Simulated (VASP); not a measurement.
# CoO (P6_3mc) in VASP: further runs

The runs below take CoO through single point, with PBE.

Program: VASP 6.6.1. These are calculated values, not measurements. Logs are shortened: lines on timing, memory, paths and dates and some standing lists are left out, and cuts for length are marked.

**1. The cell of the first run**

It takes space group P6_3mc (No. 186, hexagonal). Conventional cell: a = 3.199 Å, b = 3.199 Å, c = 5.251 Å, α = 90.00°, β = 90.00°, γ = 120.00°. Co (site symmetry 3m) has 4 O at 1.91 to 1.98 Å within 2.5 Å. Within 2.5 Å of O (site symmetry 3m) lie 4 Co at 1.91 to 1.98 Å.

**2. Single point, PBE, collinear spin, antiferromagnetic start (biaxial strain in the a-b plane: +1.0 %, then relaxed in part)**

Input file INCAR:

```
PREC     = Accurate       # precision mode
ENCUT    = 520            # plane-wave cutoff, eV
EDIFF    = 1E-6           # SCF threshold, eV
ISMEAR   = 0              # smearing method
SIGMA    = 0.01           # smearing width, eV
LREAL    = False          # projectors in reciprocal space
LASPH    = True           # aspherical terms in the spheres
NELM     = 150            # most SCF steps
ALGO     = Normal         # electronic algorithm
ISIF     = 2              # what is computed and relaxed
LWAVE    = False          # write WAVECAR
LCHARG   = False          # write CHGCAR
ISPIN    = 2              # spin polarisation
MAGMOM   = -2.32 2.32 0.17 -0.17 # initial moments
LORBIT   = 11             # projections on sites
LMAXMIX  = 4              # l up to which the mixer works
GGA      = PE             # functional
NBANDS   = 27             # bands
```

Input file KPOINTS:

```
regular mesh
0
Gamma
  12 12 8
```

Input file POSCAR:

```
CoO
1.0
    3.1990602277      0.0000000000      0.0000000000
   -1.5995301139      2.7704674254      0.0000000000
    0.0000000000      0.0000000000      5.2511795156
Co O
2 2
Direct
    0.0000000000      0.0000000000      0.0055841018
    0.3333333333      0.6666666667      0.5055844798
    0.0000000000      0.0000000000      0.3694163116
    0.3333333333      0.6666666667      0.8694161068
```

Potentials or basis: VASP PAW PBE potentials, release 64 (Co, O).

The run is started by

```
$ cat potpaw_PBE.64/Co/POTCAR potpaw_PBE.64/O/POTCAR > POTCAR
$ mpirun -np 1 vasp_std > vasp.out
```

OUTCAR:

```text
PREC = Accurate
   ENCUT = 520
   EDIFF = 1E-6
   ISMEAR = 0
   LREAL = False
   LASPH = True
   NELM = 150
   ISIF = 2
   ISPIN = 2
   LORBIT = 11
   GGA = PE

 ion  position               nearest neighbor table
   1  0.000  0.000  0.006-   3 1.91   4 1.98   4 1.98   4 1.98
   2  0.333  0.667  0.506-   4 1.91   3 1.98   3 1.98   3 1.98
   3  0.000  0.000  0.369-   1 1.91   2 1.98   2 1.98   2 1.98
   4  0.333  0.667  0.869-   2 1.91   1 1.98   1 1.98   1 1.98

  LATTYP: Found a hexagonal cell.
 ALAT       =     3.1990602277
 C/A-ratio  =     1.6414756653

  Lattice vectors:

 A1 = (   3.1990602277,   0.0000000000,   0.0000000000)
 A2 = (  -1.5995301139,   2.7704674254,   0.0000000000)
 A3 = (   0.0000000000,   0.0000000000,   5.2511795156)

Analysis of symmetry for initial positions (statically):
=====================================================================
 Subroutine PRICEL returns:
 Original cell was already a primitive cell.

 Routine SETGRP: Setting up the symmetry group for a
 hexagonal supercell.

 Subroutine GETGRP returns: Found 12 space group operations
 (whereof  6 operations were pure point group operations)
 out of a pool of 24 trial point group operations.

The static configuration has the point symmetry C_3v.
 The point group associated with its full space group is C_6v.

Analysis of symmetry for dynamics (positions and initial velocities):
=====================================================================
 Subroutine PRICEL returns:
 Original cell was already a primitive cell.

 Routine SETGRP: Setting up the symmetry group for a
 hexagonal supercell.

 Subroutine GETGRP returns: Found 12 space group operations
 (whereof  6 operations were pure point group operations)
 out of a pool of 24 trial point group operations.

The dynamic configuration has the point symmetry C_3v.
 The point group associated with its full space group is C_6v.

Analysis of structural, dynamic, and magnetic symmetry:
=====================================================================
 Subroutine PRICEL returns:
 Original cell was already a primitive cell.

 Routine SETGRP: Setting up the symmetry group for a
 hexagonal supercell.

 Subroutine GETGRP returns: Found 12 space group operations
 (whereof  6 operations were pure point group operations)
 out of a pool of 24 trial point group operations.

The overall configuration has the point symmetry C_3v.
 The point group associated with its full space group is C_6v.

 Subroutine INISYM returns: Found 12 space group operations
 (whereof  6 operations are pure point group operations),
 and found     1 'primitive' translations

----------------------------------------------------------------------------------------

                                     Primitive cell

  volume of cell :      46.5406

  direct lattice vectors                    reciprocal lattice vectors
     3.199060228  0.000000000  0.000000000     0.312591802  0.180474961  0.000000000
    -1.599530114  2.770467425  0.000000000     0.000000000  0.360949922  0.000000000
     0.000000000  0.000000000  5.251179516     0.000000000  0.000000000  0.190433406

  length of vectors
     3.199060228  3.199060228  5.251179516     0.360949922  0.360949922  0.190433406

  position of ions in fractional coordinates (direct lattice)
     0.000000000  0.000000000  0.005584102
     0.333333333  0.666666667  0.505584480
     0.000000000  0.000000000  0.369416312
     0.333333333  0.666666667  0.869416107

  ion indices of the primitive-cell ions
   primitive index   ion index
                 1           1
                 2           2
                 3           3
                 4           4

----------------------------------------------------------------------------------------

 KPOINTS: regular mesh

Automatic generation of k-mesh.
 Grid dimensions read from file:
 generate k-points for:   12   12    8

 Generating k-lattice:

  Cartesian coordinates                     Fractional coordinates (reciprocal lattice)
[... 45 lines left out ...]
  energy-cutoff  :      520.00
  volume of cell :       46.54
 maximum number of plane-waves:      1290
 NGX is ok and might be reduce to    24
   NGX = 11   NGY = 11   NGZ = 19

 number of electron      30.0000009 magnetization      -0.0000000

 Free energy of the ion-electron system (eV)
  ---------------------------------------------------
  ext. energy  EPLUGINS =         0.00000000
  ---------------------------------------------------
  free energy    TOTEN  =       -26.78380665 eV

  energy without entropy =      -26.78380665  energy(sigma->0) =      -26.78380665

 E-fermi :   6.1416     XC(G=0): -11.0767

 val. band max:        6.0242009092   @ k =   0.3333   0.3333   0.0000
 cond. band min:       6.1898225632   @ k =   0.5000   0.0000   0.0000
 fundamental gap:      0.1656216540
 Fermi energy:         6.1415942345

 spin component 1

 k-point     1 :       0.0000    0.0000    0.0000
  band No.  band energies     occupation
      1     -13.8050      1.00000
      2     -13.1189      1.00000
      3      -0.8509      1.00000
      4       0.2070      1.00000
      5       0.2506      1.00000
      6       0.2506      1.00000
[... 19 lines left out ...]
     26      21.0353      0.00000
     27      22.5582      0.00000
[... 667 lines left out ...]
      5       0.3748      1.00000
      6       0.4718      1.00000
[... 19 lines left out ...]
     26      20.3596      0.00000
     27      22.0198      0.00000

 [... further k-points ...]

 spin component 2

 k-point     1 :       0.0000    0.0000    0.0000
  band No.  band energies     occupation
      1     -13.8051      1.00000
      2     -13.1189      1.00000
      3      -0.8509      1.00000
      4       0.2070      1.00000
      5       0.2506      1.00000
      6       0.2506      1.00000
[... 19 lines left out ...]
     26      21.0353      0.00000
     27      22.5582      0.00000
[... 667 lines left out ...]
      5       0.2486      1.00000
      6       0.4737      1.00000
[... 19 lines left out ...]
     26      20.3693      0.00000
     27      22.0211      0.00000

 [... further k-points ...]

------------------------ aborting loop because EDIFF is reached ----------------------------------------

  FORCE on cell =-STRESS in cart. coord.  units (eV):
  Direction    XX          YY          ZZ          XY          YZ          ZX
  --------------------------------------------------------------------------------------
  -------------------------------------------------------------------------------------
  Total       -0.5755061     -0.5755061     -0.0494991      0.0000000      0.0000000      0.0000000
  in kB      -19.8119925    -19.8119925     -1.7040238      0.0000000      0.0000000      0.0000000
  external PRESSURE =     -13.7760029 kB  Pullay stress =       0.0000000 kB

 VOLUME and BASIS-vectors are now :
 -----------------------------------------------------------------------------
  energy-cutoff  :      520.00
  volume of cell :       46.54
      direct lattice vectors                 reciprocal lattice vectors
     3.199060228  0.000000000  0.000000000     0.312591802  0.180474961  0.000000000
    -1.599530114  2.770467425  0.000000000     0.000000000  0.360949922  0.000000000
     0.000000000  0.000000000  5.251179516     0.000000000  0.000000000  0.190433406

 POSITION                                       TOTAL-FORCE (eV/Angst)
 -----------------------------------------------------------------------------------
      0.00000      0.00000      0.02932        -0.000000     -0.000000     -0.004280
     -0.00000      1.84698      2.65491         0.000000      0.000000     -0.004280
      0.00000      0.00000      1.93987        -0.000000      0.000000      0.004280
     -0.00000      1.84698      4.56546         0.000000     -0.000000      0.004280
 -----------------------------------------------------------------------------------
    total drift:                                0.000000     -0.000000     -0.000344

  FREE ENERGIE OF THE ION-ELECTRON SYSTEM (eV)
  ---------------------------------------------------
  free  energy   TOTEN  =       -26.7838066484 eV

  energy  without entropy=      -26.7838066484  energy(sigma->0) =      -26.78380665

 total charge

# of ion       s       p       d       tot
------------------------------------------
    1        0.343   0.426   7.213   7.982
    2        0.343   0.426   7.213   7.982
    3        1.552   3.436   0.000   4.988
    4        1.552   3.436   0.000   4.988
--------------------------------------------------
tot          3.791   7.725  14.425  25.941

 magnetization (x)

# of ion       s       p       d       tot
------------------------------------------
    1       -0.009  -0.042  -2.245  -2.296
    2        0.009   0.042   2.245   2.296
    3        0.011   0.139   0.000   0.150
    4       -0.011  -0.139   0.000  -0.150
--------------------------------------------------
tot          0.000   0.000   0.000   0.000
```

Wall time 1.9 min (1 thread of AMD EPYC 9R45 (Zen 5), shared host); peak memory 0.27 GiB.

Results:

```yaml
Free_energy: -26.7838 eV
Pressure: -1.4 GPa
Largest_force: 0.004 eV/Å
Band_gap_on_the_k_mesh: 0.17 eV (least direct gap 0.25 eV)
Net_moment: 0.00 μB per cell
Site_moments: Co -2.30, +2.30; O +0.15, -0.15 μB
Valence_electrons_inside_the_program's_atomic_spheres: Co 7.98; O 4.99
```

Forces on the atoms (eV/Å):
```
Co   0.000  0.000 -0.004
Co   0.000  0.000 -0.004
O    0.000  0.000  0.004
O    0.000  0.000  0.004
```

Levels at points of the mesh, in eV from the valence-band top:
Spin up:
| k point | band 11 | band 12 | band 13 | band 14 | band 15 | band 16 | band 17 | band 18 | band 19 | band 20 |
| --- | --- | --- | --- | --- | --- | --- | --- | --- | --- | --- |
| (0.00, 0.00, 0.00) | -1.72 | -1.03 | -1.03 | -0.07 | -0.07 | 0.27 | 1.72 | 2.12 | 2.12 | 5.62 |
| (0.50, 0.00, 0.00) | -1.90 | -1.79 | -1.40 | -0.31 | -0.09 | 0.17 | 0.88 | 1.43 | 5.81 | 6.20 |
| (0.00, 0.00, 0.50) | -1.34 | -1.00 | -1.00 | -0.02 | -0.02 | 0.97 | 1.98 | 1.98 | 2.67 | 3.19 |
| (0.50, 0.00, 0.50) | -1.82 | -1.48 | -1.26 | -0.40 | -0.26 | 0.32 | 1.02 | 1.31 | 5.47 | 5.93 |
Spin down:
```csv
k point,band 11,band 12,band 13,band 14,band 15,band 16,band 17,band 18,band 19,band 20
"(0.00, 0.00, 0.00)",-1.72,-1.03,-1.03,-0.07,-0.07,0.27,1.72,2.12,2.12,5.62
"(0.50, 0.00, 0.00)",-1.90,-1.79,-1.40,-0.31,-0.09,0.17,0.88,1.43,5.81,6.20
"(0.00, 0.00, 0.50)",-1.34,-1.00,-1.00,-0.02,-0.02,0.97,1.98,1.98,2.67,3.19
"(0.50, 0.00, 0.50)",-1.82,-1.48,-1.26,-0.40,-0.26,0.32,1.02,1.31,5.47,5.93
```

Caveat: the cell differs from its parent crystal (biaxial strain in the a-b plane: +1.0 %, then relaxed in part).

**3. Single point, PBE, collinear spin, antiferromagnetic start**

Input file INCAR:

```
  PREC = Accurate
  ENCUT = 520
  EDIFF = 1E-6
  ISMEAR = 0
  SIGMA = 0.01
  LREAL = False
  LASPH = True
  NELM = 150
  ALGO = Normal
  ISIF = 2
  LWAVE = False
  LCHARG = False
  ISPIN = 2
  MAGMOM = -2.34 2.34 0.17 -0.17
  LORBIT = 11
  LMAXMIX = 4
  GGA = PE
  NBANDS = 27
```

KPOINTS is that of step 2.

POSCAR is that of step 2.

Potentials or basis: VASP PAW PBE potentials, release 64 (Co, O).

The run is started by

```
$ cat potpaw_PBE.64/Co/POTCAR potpaw_PBE.64/O/POTCAR > POTCAR
$ mpirun -np 1 vasp_std > vasp.out
```

Wall time 1.8 min (1 thread of AMD EPYC 9R45 (Zen 5), shared host); peak memory 0.27 GiB.

The run converged. Its results:

* Free energy: -26.7838 eV
* Pressure: -1.4 GPa
* Largest force: 0.004 eV/Å
* Band gap on the k mesh: 0.17 eV (least direct gap 0.25 eV)
* Net moment: 0.00 μB per cell
* Site moments: Co -2.30, +2.30; O +0.15, -0.15 μB
* Valence electrons inside the program's atomic spheres: Co 7.98; O 4.99

Forces in eV/Å, atoms in the order of the input:
```
Co   0.000  0.000 -0.004
Co   0.000  0.000 -0.004
O    0.000  0.000  0.004
O    0.000  0.000  0.004
```

Stress tensor (GPa, compression positive):
```
-1.98  0.00  0.00
 0.00 -1.98  0.00
 0.00  0.00 -0.17
```

Levels at points of the mesh, in eV from the valence-band top:
Spin up:
```csv
k point,band 12,band 13,band 14,band 15,band 16,band 17,band 18,band 19
"(0.00, 0.00, 0.00)",-1.03,-1.03,-0.07,-0.07,0.27,1.72,2.12,2.12
"(0.50, 0.00, 0.00)",-1.79,-1.40,-0.31,-0.09,0.17,0.88,1.43,5.81
"(0.00, 0.00, 0.50)",-1.00,-1.00,-0.02,-0.02,0.97,1.98,1.98,2.67
"(0.50, 0.00, 0.50)",-1.48,-1.26,-0.40,-0.26,0.32,1.02,1.32,5.47
```
Spin down:
| k point | band 11 | band 12 | band 13 | band 14 | band 15 | band 16 | band 17 | band 18 | band 19 | band 20 |
| --- | --- | --- | --- | --- | --- | --- | --- | --- | --- | --- |
| (0.00, 0.00, 0.00) | -1.72 | -1.03 | -1.03 | -0.07 | -0.07 | 0.27 | 1.72 | 2.12 | 2.12 | 5.62 |
| (0.50, 0.00, 0.00) | -1.90 | -1.79 | -1.40 | -0.31 | -0.09 | 0.17 | 0.88 | 1.43 | 5.81 | 6.20 |
| (0.00, 0.00, 0.50) | -1.34 | -1.00 | -1.00 | -0.02 | -0.02 | 0.97 | 1.98 | 1.98 | 2.67 | 3.19 |
| (0.50, 0.00, 0.50) | -1.82 | -1.48 | -1.26 | -0.40 | -0.26 | 0.32 | 1.02 | 1.31 | 5.47 | 5.93 |

**4. Single point, PBE, collinear spin, antiferromagnetic start**

This run uses another cell than the first one, of 11.49 Å³/atom.

Input file INCAR:

```
SYSTEM = CoO
PREC = Accurate ; ENCUT = 520
EDIFF = 1E-7 ; ISMEAR = 0
SIGMA = 0.01 ; LREAL = .FALSE.
LASPH = .TRUE. ; NELM = 150
ALGO = Normal ; ISIF = 2
LWAVE = .FALSE. ; LCHARG = .FALSE.
ISPIN = 2 ; MAGMOM = -2.32 2.32 0.17 -0.17
LORBIT = 11 ; LMAXMIX = 4
GGA = PE ; NBANDS = 27
```

Input file KPOINTS:

```
regular mesh
0
G
  12 12 8
  0 0 0
```

Input file POSCAR:

```
CoO
1.0
    3.1673863641      0.0000000000      0.0000000000
   -1.5836931821      2.7430370549      0.0000000000
    0.0000000000      0.0000000000      5.2885020588
Co O
2 2
Direct
    0.0000000000      0.0000000000      0.0071360793
    0.3333333333      0.6666666667      0.5071361011
    0.0000000000      0.0000000000      0.3678642994
    0.3333333333      0.6666666667      0.8678645202
```

The run is started by

```
$ cat potpaw_PBE.64/Co/POTCAR potpaw_PBE.64/O/POTCAR > POTCAR
$ mpirun -np 1 vasp_std > vasp.out
```

It took 5.3 min on 1 thread of Intel Xeon 8259CL, shared host; peak memory 0.3 GiB.

It converged, with:

- Free energy: -26.7885 eV
- Pressure: 0.0 GPa
- Largest force: 0.004 eV/Å
- Band gap on the k mesh: 0.14 eV (least direct gap 0.23 eV)
- Net moment: 0.00 μB per cell
- Site moments: Co -2.28, +2.28; O +0.15, -0.15 μB
- Valence electrons inside the program's atomic spheres: Co 8.00; O 4.99

Forces in eV/Å, atoms in the order of the input:
```
Co   0.000  0.000 -0.004
Co   0.000  0.000 -0.004
O    0.000  0.000  0.004
O    0.000  0.000  0.004
```

Levels at points of the mesh, in eV from the valence-band top:
Spin up:
| k point | band 11 | band 12 | band 13 | band 14 | band 15 | band 16 | band 17 | band 18 | band 19 | band 20 |
| --- | --- | --- | --- | --- | --- | --- | --- | --- | --- | --- |
| (0.00, 0.00, 0.00) | -1.75 | -1.02 | -1.02 | -0.05 | -0.05 | 0.28 | 1.76 | 2.13 | 2.13 | 5.73 |
| (0.50, 0.00, 0.00) | -1.87 | -1.79 | -1.36 | -0.27 | -0.09 | 0.14 | 0.86 | 1.46 | 5.90 | 6.27 |
| (0.00, 0.00, 0.50) | -1.37 | -0.99 | -0.99 | 0.00 | 0.00 | 0.93 | 1.99 | 1.99 | 2.70 | 3.21 |
| (0.50, 0.00, 0.50) | -1.81 | -1.54 | -1.21 | -0.41 | -0.23 | 0.31 | 0.98 | 1.34 | 5.51 | 5.97 |
Spin down:
```csv
k point,band 13,band 14,band 15,band 16,band 17,band 18
"(0.00, 0.00, 0.00)",-1.02,-0.05,-0.05,0.28,1.76,2.13
"(0.50, 0.00, 0.00)",-1.36,-0.27,-0.09,0.14,0.86,1.46
"(0.00, 0.00, 0.50)",-0.99,0.00,0.00,0.93,1.99,1.99
"(0.50, 0.00, 0.50)",-1.21,-0.41,-0.23,0.31,0.98,1.34
```

**5. Single point, PBE, collinear spin, antiferromagnetic start**

This run uses another cell than the first one, of 11.49 Å³/atom.

Input file INCAR:

```
SYSTEM = CoO
  ALGO = Normal
  EDIFF = 1E-6
  ENCUT = 520
  GGA = PE
  ISIF = 2
  ISMEAR = 0
  ISPIN = 2
  LASPH = .True.
  LCHARG = .True.
  LELF = .True.
  LMAXMIX = 4
  LORBIT = 11
  LREAL = .False.
  LVHAR = .True.
  LWAVE = .False.
  MAGMOM = -2.32 2.32 0.17 -0.17
  NBANDS = 27
  NELM = 150
  PREC = Accurate
  SIGMA = 0.03
```

Input file KPOINTS:

```
k-points
0
Gamma
  12 12 6
  0 0 0
```

Input file POSCAR:

```
CoO
1.0
    3.1673863586      0.0000000000      0.0000000000
   -1.5836931793      2.7430370502      0.0000000000
    0.0000000000      0.0000000000      5.2885020630
Co O
2 2
Direct
    0.0000000000      0.0000000000      0.0071360796
    0.3333333333      0.6666666667      0.5071361012
    0.0000000000      0.0000000000      0.3678642996
    0.3333333333      0.6666666667      0.8678645196
```

The run is started by

```
$ cat potpaw_PBE.64/Co/POTCAR potpaw_PBE.64/O/POTCAR > POTCAR
$ mpirun -np 1 vasp_std > vasp.out
```

Run time: 2.4 min. Hardware: 1 thread of Intel Xeon Platinum 8259CL at 2.50GHz (Skylake/Cascade Lake), shared host; peak memory 0.26 GiB.

Results (log left out):

- Free energy: -26.7885 eV
- Pressure: -0.1 GPa
- Largest force: 0.005 eV/Å
- Band gap on the k mesh: 0.14 eV (least direct gap 0.23 eV)
- Net moment: 0.00 μB per cell
- Site moments: Co -2.28, +2.28; O +0.15, -0.15 μB
- Valence electrons inside the program's atomic spheres: Co 8.00; O 4.99

Forces in eV/Å, atoms in the order of the input:
```
Co   0.000  0.000 -0.005
Co   0.000  0.000 -0.005
O    0.000  0.000  0.005
O    0.000  0.000  0.005
```

Stress tensor (GPa, compression positive):
```
-0.09  0.00  0.00
 0.00 -0.09  0.00
 0.00  0.00 -0.17
```

Levels at points of the mesh, in eV from the valence-band top:
Spin up:
```csv
k point,band 13,band 14,band 15,band 16,band 17,band 18
"(0.00, 0.00, 0.00)",-1.02,-0.05,-0.05,0.28,1.76,2.13
"(0.50, 0.00, 0.00)",-1.36,-0.27,-0.09,0.14,0.86,1.46
"(0.00, 0.00, 0.50)",-0.99,0.00,0.00,0.93,1.99,1.99
"(0.50, 0.00, 0.50)",-1.21,-0.41,-0.23,0.30,0.98,1.34
```
Spin down:
```tsv
k point	band 12	band 13	band 14	band 15	band 16	band 17	band 18	band 19
(0.00, 0.00, 0.00)	-1.02	-1.02	-0.05	-0.05	0.28	1.76	2.13	2.13
(0.50, 0.00, 0.00)	-1.79	-1.36	-0.27	-0.09	0.14	0.86	1.46	5.89
(0.00, 0.00, 0.50)	-0.99	-0.99	0.00	0.00	0.93	1.99	1.99	2.70
(0.50, 0.00, 0.50)	-1.54	-1.21	-0.41	-0.23	0.30	0.98	1.34	5.51
```

A k mesh can miss the band edges.

**6. Overview**

```tsv
cell	k mesh	smearing	gap on the mesh (eV)	pressure (GPa)	moment (μB)
a = 3.199, b = 3.199, c = 5.251 Å, angles 90.0, 90.0, 120.0°, 4 atoms, atomic positions A	12 × 12 × 8	gaussian 0.01 eV	0.17	-1.4	0.00
a = 3.167, b = 3.167, c = 5.289 Å, angles 90.0, 90.0, 120.0°, 4 atoms, atomic positions B	12 × 12 × 8	gaussian 0.01 eV	0.14	0.0	0.00
a = 3.167, b = 3.167, c = 5.289 Å, angles 90.0, 90.0, 120.0°, 4 atoms, atomic positions B	12 × 12 × 6	gaussian 0.03 eV	0.14	-0.1	0.00
```

Alike in all rows: task single point; level PBE; potentials or basis VASP PAW PBE potentials, release 64 (Co, O); spin collinear, antiferromagnetic start; cutoff (eV) 520.

Absolute energies hang on the potentials; compare differences alone.
